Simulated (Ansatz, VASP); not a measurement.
**Two plane-wave programs on In**

INCAR

```
SYSTEM = In
  PREC = Accurate
  ENCUT = 520
  EDIFF = 1E-6
  ISMEAR = 0
  SIGMA = 0.15
  LREAL = .FALSE.
  LASPH = .TRUE.
  NELM = 80
  ALGO = Fast
  ISIF = 2
  LWAVE = .FALSE.
  LCHARG = .FALSE.
  GGA = CA
  NBANDS = 12
```

KPOINTS

```
regular mesh
0
G
  22 22 22
  0 0 0
```

Contents of POSCAR:

```
In
1.0
   -1.6719809607      1.6719809607      2.3401811111
    1.6719809607     -1.6719809607      2.3401811111
    1.6719809607      1.6719809607     -2.3401811111
In
1
Direct
    0.0000000000      0.0000000000      0.0000000000
```

Input for Ansatz:

```yaml
crystal:
  lattice:
    - [-1.6719809607, 1.6719809607, 2.3401811111]
    - [1.6719809607, -1.6719809607, 2.3401811111]
    - [1.6719809607, 1.6719809607, -2.3401811111]
  atoms:
    - { symbol: In, position: [0.0, 0.0, 0.0] }
basis:
  ecutwfc: 420
kpoints:
  mp_grid: { grid: [22, 22, 22] }
hamiltonian:
  xc: lda
scf:
  occupations: { method: gaussian, width: 0.15 }
output:
  forces: true
  stress: true
  eigenvalues: true
```

Alike in both runs: task single point; functional LDA; k mesh 22 × 22 × 22; occupations gaussian, width 0.15 eV; no spin polarisation.

|  | VASP | Ansatz |
| --- | --- | --- |
| version | VASP 6.6.1 | Ansatz 0.2.0 |
| potentials or method | VASP PAW LDA potentials, release 64 (In_d), cutoff 520 eV | scalar-relativistic, plane waves, PAW |
| valence electrons in the cell | 13 | 13 |

```csv
,VASP,Ansatz,Ansatz less VASP
gap on the k mesh at the Fermi level (eV),none,none,-
pressure (GPa),-2.6,-2.6,-0.02
"traceless stress, the component that is largest in VASP (GPa)",-0.18,-0.18,0.000
```

LDA's correlation is that of Perdew and Zunger in VASP and of Perdew and Wang (1992) in Ansatz. A gap of «none» marks a metal or a gap that the smearing closes.
